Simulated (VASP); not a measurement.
# N2 in VASP: single point with PBE+D3(BJ)

Aim: the single point of N2 with PBE+D3(BJ).

Everything below comes from runs of VASP 6.6.1. Logs are shortened: lines on timing, memory, paths and dates and some standing lists are left out, and cuts for length are marked.

## (1) The cell of the first run

The cell holds a molecule in a box, 2 atoms: a = 6.460 Å, b = 6.779 Å, c = 24.017 Å, α = 90.00°, β = 90.00°, γ = 90.00°.

## (2) Single point, PBE+D3(BJ)

INCAR reads:

```
  PREC = Accurate
  ENCUT = 1000
  EDIFF = 1E-6
  ISMEAR = 0
  SIGMA = 0.05
  LREAL = False
  LASPH = True
  NELM = 120
  ALGO = Normal
  ISIF = 2
  LWAVE = False
  LCHARG = False
  LDIPOL = True
  IDIPOL = 3
  DIPOL = 0.5 0.5 0.662
  GGA = PE
  IVDW = 12
  NBANDS = 12
  GGA_COMPAT = False
  NELMDL = -8
```

KPOINTS reads:

```
regular mesh
0
Gamma
  3 2 1
```

POSCAR reads:

```
N
1.0
    6.4600897544      0.0000000000      0.0000000000
    0.0000000000      6.7788694381      0.0000000000
    0.0000000000      0.0000000000     24.0167812915
N
2
Direct
   -0.0003706934      0.9998861005      0.6390191009
   -0.0006670688      0.9985702352      0.6848447481
```

Potentials or basis: VASP PAW PBE potentials, release 64 (N_h).

Command:

```sh
> cat potpaw_PBE.64/N_h/POTCAR > POTCAR
> mpirun -np 1 vasp_std > vasp.out
```

OUTCAR:

```text
PREC = Accurate
   ENCUT = 1000
   EDIFF = 1E-6
   ISMEAR = 0
   LREAL = False
   LASPH = True
   NELM = 120
   ISIF = 2
   GGA = PE
   IVDW = 12
   NELMDL = -8
 IVDW          = 12

 ion  position               nearest neighbor table
   1  1.000  1.000  0.639-   2 1.10
   2  0.999  0.999  0.685-   1 1.10

  LATTYP: Found a simple orthorhombic cell.
 ALAT       =     6.4600897544
 B/A-ratio  =     1.0493460147
 C/A-ratio  =     3.7177163483

  Lattice vectors:

 A1 = (   6.4600897544,   0.0000000000,   0.0000000000)
 A2 = (   0.0000000000,   6.7788694381,   0.0000000000)
 A3 = (   0.0000000000,   0.0000000000,  24.0167812915)

Analysis of symmetry for initial positions (statically):
=====================================================================
 Subroutine PRICEL returns:
 Original cell was already a primitive cell.

 Routine SETGRP: Setting up the symmetry group for a
 simple orthorhombic supercell.

 Subroutine GETGRP returns: Found  2 space group operations
 (whereof  1 operations were pure point group operations)
 out of a pool of  8 trial point group operations.

The static configuration has the point symmetry C_1 .
 The point group associated with its full space group is S_2 .

Analysis of symmetry for dynamics (positions and initial velocities):
=====================================================================
 Subroutine PRICEL returns:
 Original cell was already a primitive cell.

 Routine SETGRP: Setting up the symmetry group for a
 simple orthorhombic supercell.

 Subroutine GETGRP returns: Found  2 space group operations
 (whereof  1 operations were pure point group operations)
 out of a pool of  8 trial point group operations.

The dynamic configuration has the point symmetry C_1 .
 The point group associated with its full space group is S_2 .

 Subroutine INISYM returns: Found  2 space group operations
 (whereof  1 operations are pure point group operations),
 and found     1 'primitive' translations

----------------------------------------------------------------------------------------

                                     Primitive cell

  volume of cell :    1051.7454

  direct lattice vectors                    reciprocal lattice vectors
     6.460089754  0.000000000  0.000000000     0.154796611  0.000000000  0.000000000
     0.000000000  6.778869438  0.000000000     0.000000000  0.147517224  0.000000000
     0.000000000  0.000000000 24.016781291     0.000000000  0.000000000  0.041637553

  length of vectors
     6.460089754  6.778869438 24.016781291     0.154796611  0.147517224  0.041637553

  position of ions in fractional coordinates (direct lattice)
     0.999629307  0.999886100  0.639019101
     0.999332931  0.998570235  0.684844748

  ion indices of the primitive-cell ions
   primitive index   ion index
                 1           1
                 2           2

----------------------------------------------------------------------------------------

 KPOINTS: regular mesh

Automatic generation of k-mesh.
 Grid dimensions read from file:
 generate k-points for:    3    2    1

 Generating k-lattice:

  Cartesian coordinates                     Fractional coordinates (reciprocal lattice)
     0.051598870  0.000000000  0.000000000     0.333333333  0.000000000  0.000000000
     0.000000000  0.073758612  0.000000000     0.000000000  0.500000000  0.000000000
     0.000000000  0.000000000  0.041637553     0.000000000  0.000000000  1.000000000

  Length of vectors
     0.051598870  0.073758612  0.041637553

  Shift w.r.t. Gamma in fractional coordinates (k-lattice)
     0.000000000  0.000000000  0.000000000

 Subroutine IBZKPT returns following result:
 ===========================================

 Found      4 irreducible k-points:

 Following reciprocal coordinates:
            Coordinates               Weight
  0.000000  0.000000  0.000000      1.000000
  0.333333  0.000000  0.000000      2.000000
  0.000000  0.500000  0.000000      1.000000
  0.333333  0.500000  0.000000      2.000000
   k-points           NKPTS =      4   k-points in BZ     NKDIM =      4   number of bands    NBANDS=     12
   number of dos      NEDOS =    301   number of ions     NIONS =      2
   total plane-waves  NPLWV = ******
   dimension x,y,z NGX =    70 NGY =   70 NGZ =  250
   dimension x,y,z NGXF=   140 NGYF=  140 NGZF=  500
   ions per type =               2
   NGX,Y,Z   is equivalent  to a cutoff of  18.01, 17.17, 17.31 a.u.
   NGXF,Y,Z  is equivalent  to a cutoff of  36.03, 34.33, 34.61 a.u.
 SYSTEM =  unknown system
   PREC   = accura    normal or accurate (medium, high low for compatibility)
   ISTART =      0    job   : 0-new  1-cont  2-samecut
   ICHARG =      2    charge: 1-file 2-atom 10-const
   ISPIN  =      1    spin polarized calculation?
   LNONCOLLINEAR =      F non collinear calculations
   LSORBIT =      F    spin-orbit coupling
   LASPH  =      T    aspherical Exc in radial PAW
   ENCUT  = 1000.0 eV  73.50 Ry    8.57 a.u.  16.66 17.48 61.93*2*pi/ulx,y,z
   NELM   =    120;   NELMIN=  2; NELMDL= -8     # of ELM steps
   EDIFF  = 0.1E-05   stopping-criterion for ELM
   LREAL  =      F    real-space projection
   EDIFFG = 0.1E-04   stopping-criterion for IOM
   NSW    =      0    number of steps for IOM
   IBRION =     -1    ionic relax: 0-MD 1-quasi-New 2-CG
   NFREE  =      0    steps in history (QN), initial steepest desc. (CG)
   ISIF   =      2    stress and relaxation
   ISYM   =      2    0-nonsym 1-usesym 2-fastsym
   POTIM  = 0.5000    time-step for ionic-motion
   TEBEG  =    0.0;   TEEND  =   0.0 temperature during run
   PSTRESS=    0.0 pullay stress
   NELECT =      10.0000    total number of electrons
   NUPDOWN=      -1.0000    fix difference up-down
   EMIN   =  10.00;   EMAX   =-10.00  energy-range for DOS
   EFERMI =   0.00;   METHOD = LEGACY
   ISMEAR =     0;   SIGMA  =   0.05  broadening in eV -4-tet -1-fermi 0-gaus
   EFERMI_NEDOS =   21; number of points for ismear=-14 and -15
   IALGO  =     38    algorithm
   IMIX   =      4    mixing-type and parameters
     AMIX     =   0.40;   BMIX     =  1.00
     AMIX_MAG =   1.60;   BMIX_MAG =  1.00
  volume/ion in A,a.u.               =     525.87      3548.76
  Fermi-wavevector in a.u.,A,eV,Ry     =   0.346820  0.655396  1.636568  0.120284
  Thomas-Fermi vector in A             =   1.255759
   LORBIT       =      0    0 simple, 1 ext, 2 COOP (PROOUT), +10 PAW based schemes
   GGA     = PE    functional components
   LHFCALC =     F    Hartree Fock is set to
   AEXX    =    0.0000 exact exchange contribution
   IVDW    =    12    specifies the selected vdW correction
   LEPSILON=     F    determine dielectric tensor
   LRPA    =     F    only Hartree local field effects (RPA)
 non-spin polarized calculation
 Gauss-broadening in eV      SIGMA  =   0.05
  energy-cutoff  :     1000.00
  volume of cell :     1051.75
 maximum number of plane-waves:     75549
 NGX is ok and might be reduce to    70
   NGX = 33   NGY = 35   NGZ =123

 dipolmoment           0.000000      0.000000     -0.000000 electrons x Angstroem

 number of electron      10.0000000 magnetization

 dipolmoment           0.000000      0.000000      0.000000 electrons x Angstroem

 Free energy of the ion-electron system (eV)
  ---------------------------------------------------
  ext. energy  EPLUGINS =         0.00000000
  ---------------------------------------------------
  free energy    TOTEN  =       -16.82083374 eV

  energy without entropy =      -16.82083374  energy(sigma->0) =      -16.82083374

 E-fermi :  -9.8438     XC(G=0):  -0.5586

 val. band max:      -10.1401084606   @ k =   0.3333   0.5000   0.0000
 cond. band min:      -1.8861270791   @ k =   0.0000   0.5000   0.0000
 fundamental gap:      8.2539813816
 Fermi energy:        -9.8438333414

 k-point     1 :       0.0000    0.0000    0.0000
  band No.  band energies     occupation
      1     -28.1187      2.00000
      2     -13.4139      2.00000
      3     -11.4985      2.00000
      4     -11.4980      2.00000
      5     -10.1424      2.00000
      6      -1.8614      0.00000
      7      -1.8562      0.00000
      8      -0.4273      0.00000
      9       0.1866      0.00000
     10       0.2450      0.00000
     11       0.9116      0.00000
     12       0.9378      0.00000

 k-point     2 :       0.3333    0.0000    0.0000
  band No.  band energies     occupation
      1     -28.1187      2.00000
      2     -13.4137      2.00000
      3     -11.5001      2.00000
      4     -11.4983      2.00000
      5     -10.1411      2.00000
      6      -1.8820      0.00000
      7      -1.8590      0.00000
      8      -0.0493      0.00000
      9       0.5931      0.00000
     10       0.6441      0.00000
     11       1.0595      0.00000
     12       1.3107      0.00000

 k-point     3 :       0.0000    0.5000    0.0000
  band No.  band energies     occupation
      1     -28.1187      2.00000
      2     -13.4137      2.00000
      3     -11.5001      2.00000
      4     -11.4979      2.00000
      5     -10.1414      2.00000
      6      -1.8861      0.00000
      7      -1.8543      0.00000
      8       0.3015      0.00000
      9       0.3893      0.00000
     10       0.9144      0.00000
     11       1.0604      0.00000
     12       1.0676      0.00000

 k-point     4 :       0.3333    0.5000    0.0000
  band No.  band energies     occupation
      1     -28.1187      2.00000
      2     -13.4136      2.00000
      3     -11.4999      2.00000
      4     -11.4999      2.00000
      5     -10.1401      2.00000
      6      -1.8813      0.00000
      7      -1.8780      0.00000
      8       0.6678      0.00000
      9       0.7220      0.00000
     10       1.3221      0.00000
     11       1.4493      0.00000
     12       1.4622      0.00000

------------------------ aborting loop because EDIFF is reached ----------------------------------------

 vacuum level on the upper side and lower side of the slab       (xc-potential included)        -0.107        -0.107

 Edisp (eV)   -0.01334

 E8    (eV) :    -0.0036

  FORCE on cell =-STRESS in cart. coord.  units (eV):
  Direction    XX          YY          ZZ          XY          YZ          ZX
  --------------------------------------------------------------------------------------
  -------------------------------------------------------------------------------------
  Total      -0.01710    -0.01578     0.30851     0.00001    -0.00265    -0.00057
  in kB      -0.02605    -0.02404     0.46997     0.00001    -0.00403    -0.00086
  external pressure =        0.14 kB  Pullay stress =        0.00 kB

 VOLUME and BASIS-vectors are now :
 -----------------------------------------------------------------------------
  energy-cutoff  :     1000.00
  volume of cell :     1051.75
      direct lattice vectors                 reciprocal lattice vectors
     6.460089754  0.000000000  0.000000000     0.154796611  0.000000000  0.000000000
     0.000000000  6.778869438  0.000000000     0.000000000  0.147517224  0.000000000
     0.000000000  0.000000000 24.016781291     0.000000000  0.000000000  0.041637553

 POSITION                                       TOTAL-FORCE (eV/Angst)
 -----------------------------------------------------------------------------------
      6.45770      6.77810     15.34718         0.000521      0.002373     -0.291467
      6.45578      6.76918     16.44777        -0.000521     -0.002373      0.291467
 -----------------------------------------------------------------------------------
    total drift:                               -0.000003     -0.000006      0.000005

  FREE ENERGIE OF THE ION-ELECTRON SYSTEM (eV)
  ---------------------------------------------------
  free  energy   TOTEN  =       -16.8341739517 eV

  energy  without entropy=      -16.8341739517  energy(sigma->0) =      -16.83417395

 vacuum level on the upper side and lower side of the slab         0.112         0.112
```

It took 5.2 min on 1 thread of Intel Xeon Platinum 8559C (Emerald Rapids), shared host; peak memory 1.7 GiB.

Results:

```yaml
Free_energy: -16.8342 eV
Largest_force: 0.291 eV/Å
Gap_between_the_frontier_levels: 8.25 eV
Dispersion_energy_per_atom: -0.007 eV
```

Forces on the atoms (eV/Å):
```
N    0.001  0.002 -0.291
N   -0.001 -0.002  0.291
```

Levels at points of the mesh, in eV from the valence-band top:
```csv
k point,band 3,band 4,band 5,band 6,band 7,band 8
"(0.00, 0.00, 0.00)",-1.36,-1.36,0.00,8.28,8.28,9.71
"(0.00, 0.50, 0.00)",-1.36,-1.36,0.00,8.25,8.29,10.44
```

Caveat: the k points lie up to 0.46 Å⁻¹ apart.
